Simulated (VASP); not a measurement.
# Mo16H (a cell with a defect) in VASP: further runs

Runs on Mo16H (a cell with a defect). Level: PBE. Tasks: single point.

Program: VASP 6.6.1. These are calculated values, not measurements. Logs are shortened: lines on timing, memory, paths and dates and some standing lists are left out, and cuts for length are marked.

## 1. The cell of the first run

The cell holds a defect, 17 atoms: a = 6.300 Å, b = 6.300 Å, c = 6.300 Å, α = 90.00°, β = 90.00°, γ = 90.00°.

## 2. Single point, PBE

Contents of INCAR:

```
PREC = Accurate
ENCUT = 520
EDIFF = 1E-6
ISMEAR = -1
SIGMA = 0.15
LREAL = Auto
LASPH = True
NELM = 60
ALGO = Normal
ISIF = 2
LWAVE = False
LCHARG = False
GGA = PE
NBANDS = 126
```

Contents of KPOINTS:

```
regular mesh
0
Gamma
  2 2 2
```

Contents of POSCAR:

```
Mo16H
1.0
    6.3000000000      0.0000000000      0.0000000000
    0.0000000000      6.3000000000      0.0000000000
    0.0000000000      0.0000000000      6.3000000000
Mo H
16 1
Direct
   -0.0130952381      0.0002222222     -0.0036031746
    0.5060634921     -0.0018730159     -0.0093174603
    0.0190317460      0.4935714286      0.0029206349
   -0.0080952381      0.0132539683      0.4950952381
    0.2707301587      0.2249841270      0.2330634921
    0.5010952381      0.5006190476      0.0122857143
    0.5080000000      0.0196031746      0.5018253968
    0.7463968254      0.2691428571      0.2268571429
   -0.0076031746      0.5015873016      0.4819682540
    0.2571111111      0.7551587302      0.2773968254
    0.2317777778      0.2416507937      0.7119365079
    0.4956984127      0.4930952381      0.5181746032
    0.7379206349      0.7400000000      0.2764285714
    0.7394761905      0.2655079365      0.7698253968
    0.2509841270      0.7471587302      0.7664603175
    0.7565396825      0.7332857143      0.7329682540
   -0.0180317460      0.8665714286      0.7488730159
```

Potentials or basis: VASP PAW PBE potentials, release 64 (Mo_sv, H).

The run is started by

```console
$ cat potpaw_PBE.64/Mo_sv/POTCAR potpaw_PBE.64/H/POTCAR > POTCAR
$ mpirun -np 1 vasp_std > vasp.out
```

OUTCAR:

```text
PREC = Accurate
   ENCUT = 520
   EDIFF = 1E-6
   ISMEAR = -1
   LREAL = Auto
   LASPH = True
   NELM = 60
   ISIF = 2
   GGA = PE

 ion  position               nearest neighbor table
   1  0.987  0.000  0.996-  17 1.77  14 2.69   8 2.70  15 2.72   5 2.72  16 2.77  11 2.81  13 2.87
                            10 2.90   2 3.03   3 3.11   4 3.14   4 3.16   3 3.20   2 3.27
   2  0.506  0.998  0.991-   5 2.56  14 2.63  15 2.66   8 2.72  16 2.81  13 2.83  10 2.84  11 2.90
                             1 3.03   7 3.08   6 3.14   6 3.17   7 3.22   1 3.27
   3  0.019  0.494  0.003-  15 2.63   8 2.63  14 2.71   5 2.73  11 2.77  16 2.81  10 2.82  13 2.92
                             9 3.02   6 3.04   1 3.11   1 3.20   6 3.26   9 3.29
   4  0.992  0.013  0.495-  17 1.85  11 2.49  10 2.70  13 2.72  16 2.75   5 2.76   8 2.80  14 2.84
                            15 2.90   7 3.05   9 3.08   1 3.14   1 3.16   9 3.22   7 3.25
   5  0.271  0.225  0.233-   2 2.56   7 2.60   6 2.66   1 2.72   3 2.73   4 2.76  12 2.84   9 2.93
                            10 2.97   8 3.01  11 3.03  11 3.29   8 3.32  10 3.35
   6  0.501  0.501  0.012-   8 2.52  14 2.60   5 2.66  13 2.70  15 2.70  10 2.78  16 2.80  11 3.02
                             3 3.04  12 3.11   2 3.14   2 3.17  12 3.19   3 3.26
   7  0.508  0.020  0.502-  11 2.60   5 2.60  13 2.69  10 2.70  14 2.72   8 2.78  16 2.80  15 2.89
                            12 2.99   4 3.05   2 3.08   2 3.22   4 3.25  12 3.32
   8  0.746  0.269  0.227-   6 2.52   3 2.63   9 2.67   1 2.70   2 2.72   7 2.78   4 2.80  12 2.80
                            14 2.88  13 2.98   5 3.01   5 3.32  13 3.35  14 3.42
   9  0.992  0.502  0.482-  13 2.55  16 2.62  10 2.64  11 2.66   8 2.67  14 2.84  15 2.87   5 2.93
                             3 3.02   4 3.08  12 3.14  12 3.18   4 3.22   3 3.29
  10  0.257  0.755  0.277-   9 2.64   7 2.70  12 2.70   4 2.70   6 2.78   3 2.82   2 2.84   1 2.90
                             5 2.97  13 3.03  15 3.08  15 3.22  13 3.27   5 3.35
  11  0.232  0.242  0.712-   4 2.49   7 2.60  12 2.60   9 2.66   3 2.77   1 2.81   2 2.90   6 3.02
                             5 3.03  14 3.13  15 3.14  15 3.21  14 3.22   5 3.29
  12  0.496  0.493  0.518-  11 2.60  16 2.61  14 2.63  13 2.66  10 2.70  15 2.72   8 2.80   5 2.84
                             7 2.99   6 3.11   9 3.14   9 3.18   6 3.19   7 3.32
  13  0.738  0.740  0.276-   9 2.55  12 2.66   7 2.69   6 2.70   4 2.72   2 2.83   1 2.87  16 2.88
                             3 2.92   8 2.98  10 3.03  10 3.27   8 3.35  16 3.43
  14  0.739  0.266  0.770-   6 2.60  12 2.63   2 2.63   1 2.69   3 2.71   7 2.72   9 2.84   4 2.84
                             8 2.88  16 2.96  11 3.13  11 3.22  16 3.36   8 3.42
  15  0.251  0.747  0.766-  17 1.86   3 2.63   2 2.66   6 2.70  12 2.72   1 2.72   9 2.87   7 2.89
                             4 2.90  10 3.08  16 3.12  11 3.14  16 3.19  11 3.21  10 3.22
  16  0.757  0.733  0.733-  17 1.65  12 2.61   9 2.62   4 2.75   1 2.77   7 2.80   6 2.80   3 2.81
                             2 2.81  13 2.88  14 2.96  15 3.12  15 3.19  14 3.36  13 3.43
  17  0.982  0.867  0.749-  16 1.65   1 1.77   4 1.85  15 1.86

  LATTYP: Found a simple cubic cell.
 ALAT       =     6.3000000000

  Lattice vectors:

 A1 = (   6.3000000000,   0.0000000000,   0.0000000000)
 A2 = (   0.0000000000,   6.3000000000,   0.0000000000)
 A3 = (   0.0000000000,   0.0000000000,   6.3000000000)

Analysis of symmetry for initial positions (statically):
=====================================================================
 Subroutine PRICEL returns:
 Original cell was already a primitive cell.

 Routine SETGRP: Setting up the symmetry group for a
 simple cubic supercell.

 Subroutine GETGRP returns: Found  1 space group operations
 (whereof  1 operations were pure point group operations)
 out of a pool of 48 trial point group operations.

The static configuration has the point symmetry C_1 .

Analysis of symmetry for dynamics (positions and initial velocities):
[... 47 lines left out ...]
   IALGO  =     38    algorithm
   IMIX   =      4    mixing-type and parameters
     AMIX     =   0.40;   BMIX     =  1.00
     AMIX_MAG =   1.60;   BMIX_MAG =  1.00
  volume/ion in A,a.u.               =      14.71        99.26
  Fermi-wavevector in a.u.,A,eV,Ry     =   1.580502  2.986716 33.987182  2.497987
  Thomas-Fermi vector in A             =   2.680720
   LORBIT       =      0    0 simple, 1 ext, 2 COOP (PROOUT), +10 PAW based schemes
   GGA     = PE    functional components
   LHFCALC =     F    Hartree Fock is set to
   AEXX    =    0.0000 exact exchange contribution
   IVDW    =     0    specifies the selected vdW correction
   LEPSILON=     F    determine dielectric tensor
   LRPA    =     F    only Hartree local field effects (RPA)
 non-spin polarized calculation
  energy-cutoff  :      520.00
  volume of cell :      250.05
 maximum number of plane-waves:      6776
 NGX is ok and might be reduce to    48
   NGX = 23   NGY = 23   NGZ = 23

 number of electron     225.0000001 magnetization

 Free energy of the ion-electron system (eV)
  ---------------------------------------------------
  ext. energy  EPLUGINS =         0.00000000
  ---------------------------------------------------
  free energy    TOTEN  =      -176.60098729 eV

  energy without entropy =     -175.93913491  energy(sigma->0) =     -176.27006110

 E-fermi :  12.5700     XC(G=0): -13.4026

 val. band max:       12.5676431939   @ k =   0.0000   0.5000   0.0000
 cond. band min:      12.6036986959   @ k =   0.0000   0.5000   0.5000
 fundamental gap:      0.0360555020
 Fermi energy:        12.5699505859

 k-point     1 :       0.0000    0.0000    0.0000
  band No.  band energies     occupation
      1     -48.5893      2.00000
      2     -48.3980      2.00000
      3     -48.3678      2.00000
      4     -48.3625      2.00000
      5     -48.3428      2.00000
      6     -48.3294      2.00000
[... 116 lines left out ...]
    123      14.1899      0.00004
    124      14.3024      0.00002

 k-point     2 :       0.5000    0.0000    0.0000
  band No.  band energies     occupation
      1     -48.5161      2.00000
      2     -48.5083      2.00000
      3     -48.3841      2.00000
      4     -48.3582      2.00000
      5     -48.3443      2.00000
      6     -48.3353      2.00000
[... 878 lines left out ...]
    123      14.2150      0.00003
    124      14.2449      0.00003
 [bands above 124 left out]

------------------------ aborting loop because EDIFF is reached ----------------------------------------

  FORCE on cell =-STRESS in cart. coord.  units (eV):
  Direction    XX          YY          ZZ          XY          YZ          ZX
  --------------------------------------------------------------------------------------
  -------------------------------------------------------------------------------------
  Total       13.9739198     14.1562270     14.7488914      1.6052633      0.5222574     -0.0151301
  in kB       89.5379566     90.7060911     94.5035911     10.2857322      3.3463667     -0.0969460
  external PRESSURE =      91.5825463 kB  Pullay stress =       0.0000000 kB

 VOLUME and BASIS-vectors are now :
 -----------------------------------------------------------------------------
  energy-cutoff  :      520.00
  volume of cell :      250.05
      direct lattice vectors                 reciprocal lattice vectors
     6.300000000  0.000000000  0.000000000     0.158730159  0.000000000  0.000000000
     0.000000000  6.300000000  0.000000000     0.000000000  0.158730159  0.000000000
     0.000000000  0.000000000  6.300000000     0.000000000  0.000000000  0.158730159

 POSITION                                       TOTAL-FORCE (eV/Angst)
 -----------------------------------------------------------------------------------
      6.21750      0.00140      6.27730         0.909179      0.132821      1.698756
      3.18820      6.28820      6.24130        -0.435261     -0.501383      0.427986
      0.11990      3.10950      0.01840        -0.735170      0.635246     -0.132608
      6.24900      0.08350      3.11910        -0.118185     -0.337415     -1.317440
      1.70560      1.41740      1.46830        -1.655277      1.943312      0.248331
      3.15690      3.15390      0.07740        -0.472640      0.565650     -0.633161
[... 9 lines left out ...]
      4.76620      4.61970      4.61770        -2.716281      0.059961      2.174742
      6.18640      5.45940      4.71790         1.389555      0.668086     -0.357685
 -----------------------------------------------------------------------------------
    total drift:                                0.001563      0.001442      0.003766

  FREE ENERGIE OF THE ION-ELECTRON SYSTEM (eV)
  ---------------------------------------------------
  free  energy   TOTEN  =      -176.6009872944 eV

  energy  without entropy=     -175.9391349070  energy(sigma->0) =     -176.27006110
```

Run time: 11 min. Hardware: 1 thread of Intel Xeon Platinum 8259CL at 2.50GHz (Skylake/Cascade Lake), shared host; peak memory 0.42 GiB.

Results:

* Free energy: -176.6010 eV
* Pressure: 9.2 GPa
* Largest force: 3.480 eV/Å
* Band gap on the k mesh: zero (an odd number of electrons rules out a gap without spin polarisation)

Forces in eV/Å, atoms in the order of the input:
```
Mo   0.909  0.133  1.699
Mo  -0.435 -0.501  0.428
Mo  -0.735  0.635 -0.133
Mo  -0.118 -0.337 -1.317
Mo  -1.655  1.943  0.248
Mo  -0.473  0.566 -0.633
Mo  -0.267 -1.527 -0.125
Mo   0.852 -1.729  2.283
Mo   0.887 -0.556  0.931
Mo  -0.540 -0.618 -1.663
Mo   1.033  0.872  2.683
Mo  -0.482  0.649 -1.278
Mo   0.812  1.338 -2.350
Mo   0.550 -1.063 -2.024
Mo   0.989 -0.533 -0.567
Mo  -2.716  0.060  2.175
H    1.390  0.668 -0.358
```

Stress tensor (GPa, compression positive):
```
 8.95  1.03 -0.01
 1.03  9.07  0.33
-0.01  0.33  9.45
```

Levels at points of the mesh, in eV from the Fermi level:
| k point | band 110 | band 111 | band 112 | band 113 | band 114 | band 115 |
| --- | --- | --- | --- | --- | --- | --- |
| (0.00, 0.00, 0.00) | -0.41 | -0.25 | -0.16 | 0.67 | 0.76 | 0.78 |
| (0.50, 0.00, 0.00) | -0.41 | -0.38 | -0.32 | -0.02 | 0.14 | 0.41 |
| (0.00, 0.50, 0.00) | -0.40 | -0.38 | -0.22 | 0.00 | 0.19 | 0.40 |
| (0.00, 0.00, 0.50) | -0.47 | -0.42 | -0.39 | -0.05 | 0.09 | 0.49 |
| (0.50, 0.50, 0.00) | -0.81 | -0.65 | -0.56 | 0.10 | 0.24 | 0.38 |
| (0.00, 0.50, 0.50) | -0.77 | -0.70 | -0.50 | 0.03 | 0.13 | 0.28 |
| (0.50, 0.00, 0.50) | -0.71 | -0.61 | -0.45 | -0.02 | 0.10 | 0.20 |
| (0.50, 0.50, 0.50) | -2.07 | -1.95 | -1.89 | 0.97 | 1.05 | 1.18 |

Caveat: the k points lie up to 0.50 Å⁻¹ apart, too coarse for converged energies and pressures of a metal.

## 3. Single point, PBE

Contents of INCAR:

```
PREC = Accurate
ENCUT = 520
EDIFF = 1E-6
ISMEAR = -1
SIGMA = 0.15
LREAL = Auto
LASPH = T
NELM = 80
ALGO = Normal
ISIF = 2
LWAVE = F
LCHARG = F
GGA = PE
NBANDS = 126
```

Contents of KPOINTS:

```
Automatic mesh
0
Gamma
  2 2 2
```

Contents of POSCAR:

```
Mo16H
1.0
    6.3000000000      0.0000000000      0.0000000000
    0.0000000000      6.3000000000      0.0000000000
    0.0000000000      0.0000000000      6.3000000000
Mo H
16 1
Direct
   -0.0103492063     -0.0235873016      0.0215555556
    0.4951904762     -0.0191269841     -0.0183015873
    0.0000634921      0.4969365079     -0.0001587302
   -0.0186984127      0.0028571429      0.4599523810
    0.2568730159      0.2409365079      0.1977142857
    0.4891746032      0.5170793651      0.0118571429
    0.5124285714     -0.0079841270      0.5140634921
    0.7657142857      0.2468730159      0.2576349206
    0.0087936508      0.5029365079      0.5010634921
    0.2530793651      0.7514444444      0.2710476190
    0.2533333333      0.2665555556      0.7400476190
    0.4889365079      0.5138253968      0.5118253968
    0.7531269841      0.7576666667      0.2472857143
    0.7405238095      0.2596031746      0.7357619048
    0.2470634921      0.7390476190      0.7545079365
    0.7564603175      0.7500634921      0.7884603175
    0.0123650794      1.0458571429      0.7484285714
```

Potentials or basis: VASP PAW PBE potentials, release 64 (Mo_sv, H).

The run is started by

```console
$ cat potpaw_PBE.64/Mo_sv/POTCAR potpaw_PBE.64/H/POTCAR > POTCAR
$ mpirun -np 1 vasp_std > vasp.out
```

Run time: 9.9 min. Hardware: 1 thread of Intel Xeon Platinum 8259CL at 2.50GHz (Skylake/Cascade Lake), shared host; peak memory 0.42 GiB.

It converged, with:

```
Free energy            : -175.9861 eV
Pressure               : 10.8 GPa
Largest force          : 4.191 eV/Å
Band gap on the k mesh : zero (an odd number of electrons rules out a gap without spin polarisation)
```

Forces on the atoms (eV/Å):
```
Mo   1.066  1.589 -1.959
Mo  -0.079  2.142  1.676
Mo  -0.316 -0.575  0.219
Mo   2.219 -0.164  3.551
Mo   0.426  0.375  3.304
Mo   1.239 -1.811 -0.312
Mo  -1.349  0.971 -1.229
Mo  -2.292  1.603 -1.348
Mo  -1.104 -0.082 -0.169
Mo   0.241 -0.296 -1.161
Mo  -0.554 -1.846 -0.400
Mo   1.401 -1.198 -1.083
Mo  -1.147 -2.007  1.759
Mo   0.775 -0.307  1.396
Mo  -0.426  1.611 -0.241
Mo  -0.295 -0.616 -3.523
H    0.195  0.612 -0.480
```

Stress tensor (GPa, compression positive):
```
 8.63  0.29 -0.07
 0.29  9.88 -0.42
-0.07 -0.42 14.03
```

Levels at points of the mesh, in eV from the Fermi level:
```csv
k point,band 110,band 111,band 112,band 113,band 114,band 115
"(0.00, 0.00, 0.00)",-0.37,-0.26,-0.25,0.26,0.57,0.66
"(0.50, 0.00, 0.00)",-0.46,-0.34,-0.06,0.06,0.12,0.42
"(0.00, 0.50, 0.00)",-0.46,-0.33,-0.07,-0.03,0.24,0.44
"(0.00, 0.00, 0.50)",-0.40,-0.38,-0.37,-0.10,0.08,0.57
"(0.50, 0.50, 0.00)",-0.82,-0.54,-0.41,0.13,0.22,0.36
"(0.00, 0.50, 0.50)",-0.71,-0.55,-0.36,-0.15,0.07,0.18
"(0.50, 0.00, 0.50)",-0.85,-0.56,-0.25,-0.04,0.02,0.26
"(0.50, 0.50, 0.50)",-1.92,-1.87,-1.75,0.65,1.04,1.15
```

Caveat: the k points lie up to 0.50 Å⁻¹ apart, too coarse for converged energies and pressures of a metal.

## 4. Single point, PBE

Contents of INCAR:

```
  ALGO = Normal
  EDIFF = 1E-7
  ENCUT = 520
  GGA = PE
  ISIF = 2
  ISMEAR = -1
  LASPH = T
  LCHARG = T
  LELF = T
  LREAL = Auto
  LVHAR = T
  LWAVE = F
  NBANDS = 126
  NELM = 100
  PREC = Accurate
  SIGMA = 0.15
```

Contents of KPOINTS:

```
k-points
0
Gamma
  2 2 2
```

Contents of POSCAR:

```
Mo16H
1.0
    6.3000000000      0.0000000000      0.0000000000
    0.0000000000      6.3000000000      0.0000000000
    0.0000000000      0.0000000000      6.3000000000
Mo H
16 1
Direct
    0.0128571429      0.0215714286      0.0257777778
    0.5035714286     -0.0001746032      0.0094920635
   -0.0117460317      0.5110317460     -0.0054603175
   -0.0026349206     -0.0083809524      0.4897142857
    0.2177777778      0.2834444444      0.2875555556
    0.5171428571      0.4852698413     -0.0089047619
    0.4754761905     -0.0127301587      0.4852222222
    0.7393650794      0.2396031746      0.2683492063
   -0.0094603175      0.5014444444      0.5204444444
    0.2473650794      0.7415079365      0.2148412698
    0.2709047619      0.2559841270      0.8015079365
    0.5033650794      0.5029682540      0.4743492063
    0.7583333333      0.7568412698      0.2153492063
    0.7610000000      0.2315714286      0.7339365079
    0.2821904762      0.7277777778      0.7398888889
    0.7258730159      0.7586666667      0.7423333333
    0.0416825397      0.9262063492      0.7407301587
```

The run is started by

```console
$ cat potpaw_PBE.64/Mo_sv/POTCAR potpaw_PBE.64/H/POTCAR > POTCAR
$ mpirun -np 1 vasp_std > vasp.out
```

Run time: 15 min. Hardware: 1 thread of Intel Xeon 8259CL, shared host; peak memory 0.43 GiB.

Results (log left out):

- Free energy: -175.6306 eV
- Pressure: 10.3 GPa
- Largest force: 3.345 eV/Å
- Band gap on the k mesh: zero (an odd number of electrons rules out a gap without spin polarisation)

Forces on the atoms (eV/Å):
```
Mo  -0.655 -0.793 -1.861
Mo   0.109  0.284 -0.692
Mo   0.707 -0.674  0.196
Mo  -0.132  0.347 -0.746
Mo   1.863 -1.864 -1.672
Mo  -0.221  0.509  0.822
Mo   1.022  0.935  0.588
Mo  -0.081  1.090 -1.519
Mo  -0.052  0.512 -0.848
Mo   0.316  0.567  2.177
Mo  -1.370 -0.760 -2.956
Mo  -0.007 -0.348  1.413
Mo  -0.746 -0.804  2.216
Mo  -0.873  1.051  1.383
Mo  -2.436  1.313  0.064
Mo   2.155 -0.526 -0.537
H    0.401 -0.837  1.972
```

Stress tensor (GPa, compression positive):
```
 9.80 -0.04 -0.21
-0.04 10.02 -0.60
-0.21 -0.60 10.94
```

Levels at points of the mesh, in eV from the Fermi level:
| k point | band 110 | band 111 | band 112 | band 113 | band 114 | band 115 |
| --- | --- | --- | --- | --- | --- | --- |
| (0.00, 0.00, 0.00) | -0.35 | -0.24 | -0.16 | 0.61 | 0.73 | 0.85 |
| (0.50, 0.00, 0.00) | -0.47 | -0.36 | -0.26 | 0.06 | 0.26 | 0.43 |
| (0.00, 0.50, 0.00) | -0.43 | -0.28 | -0.10 | 0.01 | 0.06 | 0.48 |
| (0.00, 0.00, 0.50) | -0.38 | -0.34 | -0.33 | -0.05 | 0.10 | 0.41 |
| (0.50, 0.50, 0.00) | -0.80 | -0.68 | -0.48 | -0.06 | 0.18 | 0.26 |
| (0.00, 0.50, 0.50) | -0.70 | -0.60 | -0.45 | 0.04 | 0.17 | 0.28 |
| (0.50, 0.00, 0.50) | -0.65 | -0.50 | -0.40 | -0.04 | 0.07 | 0.19 |
| (0.50, 0.50, 0.50) | -1.90 | -1.78 | -1.72 | 0.71 | 0.80 | 1.00 |

Caveat: the k points lie up to 0.50 Å⁻¹ apart, too coarse for converged energies and pressures of a metal.

## 5. Overview

| cell | gap on the mesh (eV) | pressure (GPa) | largest force (eV/Å) |
| --- | --- | --- | --- |
| as given, atomic positions A | none | 9.2 | 3.48 |
| as given, atomic positions B | none | 10.8 | 4.19 |
| as given, atomic positions C | none | 10.3 | 3.35 |

Alike in all rows: task single point; level PBE; potentials or basis VASP PAW PBE potentials, release 64 (Mo_sv, H); no spin polarisation; k mesh 2 × 2 × 2; cutoff (eV) 520; smearing fermi-dirac 0.15 eV.

Caveats: all runs use coarse meshes.

Total energies depend on the potentials used, so only differences within one code and one set of settings carry meaning.
